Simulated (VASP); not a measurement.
# C (Fd-3m) in VASP: further runs, part 2 of 2

VASP 6.6.1.

### Step 5. Single point, PBE-based screened hybrid

File POSCAR:

```
C
1.0
    0.0000000000      1.7801241411      1.7801241411
    1.7801241411      0.0000000000      1.7801241411
    1.7801241411      1.7801241411      0.0000000000
C
2
Direct
    0.0000000000      0.0000000000      0.0000000000
    0.2500000000      0.2500000000      0.2500000000
```

File INCAR.step1:

```
PREC = Accurate
ENCUT = 520
EDIFF = 1E-5
ISMEAR = 0
SIGMA = 0.01
LREAL = False
LASPH = True
NELM = 120
ALGO = Normal
ISIF = 2
LWAVE = True
LCHARG = False
GGA = PE
NBANDS = 11
GGA_COMPAT = False
```

File INCAR.step2:

```
PREC = Accurate
ENCUT = 520
EDIFF = 1E-6
ISMEAR = 0
SIGMA = 0.01
LREAL = False
LASPH = True
NELM = 120
ALGO = Normal
ISIF = 2
LWAVE = False
LCHARG = False
GGA = PE
LHFCALC = True
AEXX = 0.05
HFSCREEN = 0.3
PRECFOCK = Normal
ISTART = 1
NBANDS = 11
GGA_COMPAT = False
```

File KPOINTS:

```
regular mesh
0
Gamma
  6 6 6
```

Potentials or basis: VASP PAW PBE potentials, release 64 (C).

Run with:

```sh
cat potpaw_PBE.64/C/POTCAR > POTCAR
cp INCAR.step1 INCAR
mpirun -np 1 vasp_std > vasp.out
cp INCAR.step2 INCAR
mpirun -np 1 vasp_std > vasp.out
```

OUTCAR:

```text
PREC = Accurate
   ENCUT = 520
   EDIFF = 1E-6
   ISMEAR = 0
   LREAL = False
   LASPH = True
   NELM = 120
   ISIF = 2
   GGA = PE
   LHFCALC = True
   AEXX = 0.05
   HFSCREEN = 0.3
   PRECFOCK = Normal
   ISTART = 1

 ion  position               nearest neighbor table
   1  0.000  0.000  0.000-   2 1.54   2 1.54   2 1.54   2 1.54
   2  0.250  0.250  0.250-   1 1.54   1 1.54   1 1.54   1 1.54

  LATTYP: Found a face centered cubic cell.
 ALAT       =     3.5602482822

  Lattice vectors:

 A1 = (   0.0000000000,   1.7801241411,   1.7801241411)
 A2 = (   1.7801241411,   0.0000000000,   1.7801241411)
 A3 = (   1.7801241411,   1.7801241411,   0.0000000000)

Analysis of symmetry for initial positions (statically):
=====================================================================
 Subroutine PRICEL returns:
 Original cell was already a primitive cell.

 Routine SETGRP: Setting up the symmetry group for a
 face centered cubic supercell.

 Subroutine GETGRP returns: Found 48 space group operations
 (whereof 24 operations were pure point group operations)
 out of a pool of 48 trial point group operations.

[... 171 lines left out ...]
  band No.  band energies     occupation
      1     -12.2335      2.00000
      2       9.7153      2.00000
      3       9.7153      2.00000
      4       9.7153      2.00000
      5      15.5471      0.00000
      6      15.5471      0.00000
      7      15.5471      0.00000
      8      23.5042      0.00000
      9      29.3379      0.00000
     10      36.6052      0.00000
     11      36.6052      0.00000
[... 197 lines left out ...]
 k-point    16 :      -0.3333    0.5000    0.1667
  band No.  band energies     occupation
      1      -2.7800      2.00000
      2      -2.7800      2.00000
      3       1.7354      2.00000
      4       1.7354      2.00000
      5      18.1910      0.00000
      6      18.1910      0.00000
      7      24.6614      0.00000
      8      24.6614      0.00000
      9      31.8802      0.00000
     10      31.8802      0.00000
     11      40.8297      0.00000

------------------------ aborting loop because EDIFF is reached ----------------------------------------

  FORCE on cell =-STRESS in cart. coord.  units (eV):
  Direction    XX          YY          ZZ          XY          YZ          ZX
  --------------------------------------------------------------------------------------
  -------------------------------------------------------------------------------------
  Total        0.2134353      0.2134353      0.2134353      0.0000000      0.0000000      0.0000000
  in kB       30.3107052     30.3107052     30.3107052      0.0000000      0.0000000      0.0000000
  external PRESSURE =      30.3107052 kB  Pullay stress =       0.0000000 kB

 VOLUME and BASIS-vectors are now :
 -----------------------------------------------------------------------------
  energy-cutoff  :      520.00
  volume of cell :       11.28
      direct lattice vectors                 reciprocal lattice vectors
     0.000000000  1.780124141  1.780124141    -0.280879287  0.280879287  0.280879287
     1.780124141  0.000000000  1.780124141     0.280879287 -0.280879287  0.280879287
     1.780124141  1.780124141  0.000000000     0.280879287  0.280879287 -0.280879287

 POSITION                                       TOTAL-FORCE (eV/Angst)
 -----------------------------------------------------------------------------------
      0.00000      0.00000      0.00000         0.000000     -0.000000     -0.000000
      0.89006      0.89006      0.89006        -0.000000      0.000000      0.000000
 -----------------------------------------------------------------------------------
    total drift:                               -0.000000     -0.000000     -0.000000

  FREE ENERGIE OF THE ION-ELECTRON SYSTEM (eV)
  ---------------------------------------------------
  free  energy   TOTEN  =       -18.6581433028 eV

  energy  without entropy=      -18.6581433028  energy(sigma->0) =      -18.65814330
```

OUTCAR.step1:

```text
PREC = Accurate
   ENCUT = 520
   EDIFF = 1E-5
   ISMEAR = 0
   LREAL = False
[... 437 lines left out ...]
      0.00000      0.00000      0.00000         0.000000      0.000000     -0.000000
      0.89006      0.89006      0.89006        -0.000000     -0.000000      0.000000
 -----------------------------------------------------------------------------------
    total drift:                                0.000000      0.000000      0.000000

  FREE ENERGIE OF THE ION-ELECTRON SYSTEM (eV)
  ---------------------------------------------------
  free  energy   TOTEN  =       -18.1743165891 eV

  energy  without entropy=      -18.1743165891  energy(sigma->0) =      -18.17431659
```

OSZICAR.step1:

```text
N       E                     dE             d eps       ncg     rms          rms(c)
DAV:   1     0.416413076099E+00    0.41641E+00   -0.46509E+03   352   0.714E+02
DAV:   2    -0.183994820695E+02   -0.18816E+02   -0.18059E+02   465   0.119E+02
DAV:   3    -0.188256178989E+02   -0.42614E+00   -0.42488E+00   414   0.139E+01
DAV:   4    -0.188263779283E+02   -0.76003E-03   -0.76001E-03   370   0.722E-01
DAV:   5    -0.188263787718E+02   -0.84347E-06   -0.84345E-06   406   0.240E-02    0.560E+00
DAV:   6    -0.183372225750E+02    0.48916E+00   -0.25470E-01   358   0.356E+00    0.335E+00
DAV:   7    -0.181724134133E+02    0.16481E+00   -0.31182E-01   370   0.399E+00    0.766E-01
DAV:   8    -0.181742545237E+02   -0.18411E-02   -0.85980E-03   358   0.691E-01    0.443E-02
DAV:   9    -0.181742963750E+02   -0.41851E-04   -0.65313E-05   410   0.651E-02    0.246E-02
DAV:  10    -0.181743164933E+02   -0.20118E-04   -0.15116E-05   361   0.341E-02    0.535E-03
DAV:  11    -0.181743165891E+02   -0.95765E-07   -0.26459E-07   179   0.470E-03
   1 F= -.18174317E+02 E0= -.18174317E+02  d E =-.865465-107
```

Wall time 2.4 min (1 thread of Intel Xeon 8259CL, shared host); peak memory 0.22 GiB.

What came out:

| Item | Value |
| --- | --- |
| Free energy | -18.6581 eV |
| Pressure | 3.0 GPa |
| Band gap on the k mesh | 4.35 eV, indirect (least direct gap 5.83 eV) |

Caveat: the k points lie up to 0.51 Å⁻¹ apart; the PAW data sets were made with another functional, which shifts forces and pressure a little.

### Step 6. The runs side by side

| level | k mesh | smearing | grid for exact exchange (PRECFOCK) | share of exact exchange | screening parameter | gap on the mesh (eV) | pressure (GPa) |
| --- | --- | --- | --- | --- | --- | --- | --- |
| PBE | 8 × 8 × 8 | methfessel-paxton 0.05 eV | - | - | - | 4.14 | 4.9 |
| PBE | 8 × 8 × 8 | gaussian 0.01 eV | - | - | - | 4.14 | 4.9 |
| PBE-based screened hybrid | 6 × 6 × 6 | gaussian 0.01 eV | Normal | 0.75 | 0.3 1/Å | 7.09 | -21.6 |
| PBE-based screened hybrid | 6 × 6 × 6 | gaussian 0.01 eV | Normal | 0.05 | 0.3 1/Å | 4.35 | 3.0 |

Alike in all rows: task single point; potentials or basis VASP PAW PBE potentials, release 64 (C); no spin polarisation; cell as given; cutoff (eV) 520.

Caveats: some runs use coarse meshes; the PAW data sets were made with another functional, which shifts forces and pressure a little (some runs).

Total energies depend on the potentials used, so only differences within one code and one set of settings carry meaning.
